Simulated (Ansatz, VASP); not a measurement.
## Two plane-wave programs on Sb

INCAR

```
PREC = Accurate ; ENCUT = 600
EDIFF = 1E-6 ; ISMEAR = 0
SIGMA = 0.1 ; LREAL = F
LASPH = T ; NELM = 80
ALGO = Normal ; ISIF = 3
LWAVE = F ; LCHARG = F
GGA = PS ; IBRION = 2
NSW = 80 ; EDIFFG = -0.01
```

Contents of KPOINTS:

```
regular mesh
0
Gamma
  10 10 10
```

Contents of POSCAR:

```
Sb
1.0
    0.0000000000      3.4329489801      3.4329489801
    3.4329489801      0.0000000000      3.4329489801
    3.4329489801      3.4329489801      0.0000000000
Sb
2
Direct
    0.0000000000      0.0000000000      0.0000000000
    0.2500000000      0.2500000000      0.2500000000
```

Input for Ansatz:

```yaml
crystal:
  lattice:
    - [0.0, 3.4329489801, 3.4329489801]
    - [3.4329489801, 0.0, 3.4329489801]
    - [3.4329489801, 3.4329489801, 0.0]
  atoms:
    - { symbol: Sb, position: [0.0, 0.0, 0.0] }
    - { symbol: Sb, position: [0.25, 0.25, 0.25] }
basis:
  ecutwfc: 420
kpoints:
  mp_grid: { grid: [10, 10, 10] }
hamiltonian:
  xc: pbesol
scf:
  occupations: { method: gaussian, width: 0.1 }
output:
  forces: true
  stress: true
  eigenvalues: true
relax:
  adjacent_minimum: "off"
  f_tol: 0.01
  max_steps: 60
  cell: { stress_tol: 0.1 }
```

Alike in both runs: task relaxation of cell and atoms; functional PBEsol; k mesh 10 × 10 × 10; occupations gaussian, width 0.1 eV; no spin polarisation.

```csv
,VASP,Ansatz
version,VASP 6.6.1,Ansatz 0.2.0
potentials or method,"VASP PAW PBE potentials, release 64 (Sb), cutoff 600 eV","scalar-relativistic, plane waves, PAW"
valence electrons in the cell,10,30
```

VASP gave:

```
gap on the k mesh at the Fermi level, each at its own relaxed structure (eV)  : none
relaxed volume (Å³/atom)                                                      : 40.70
relaxed length of the cell vector where the two differ most in proportion (Å) : 4.865
```

**Question.** Which values does Ansatz return?

**Answer.** gap on the k mesh at the Fermi level, each at its own relaxed structure (eV): none; relaxed volume (Å³/atom): 40.63; relaxed length of the cell vector where the two differ most in proportion (Å): 4.862.

VASP's potentials were made for PBE, not for PBEsol. A gap of «none» marks a metal or a gap that the smearing closes. VASP's potentials hold 10 valence electrons a cell and Ansatz's 30, so a difference there can come from the potentials and not from the codes.

Spin-orbit coupling is off throughout.
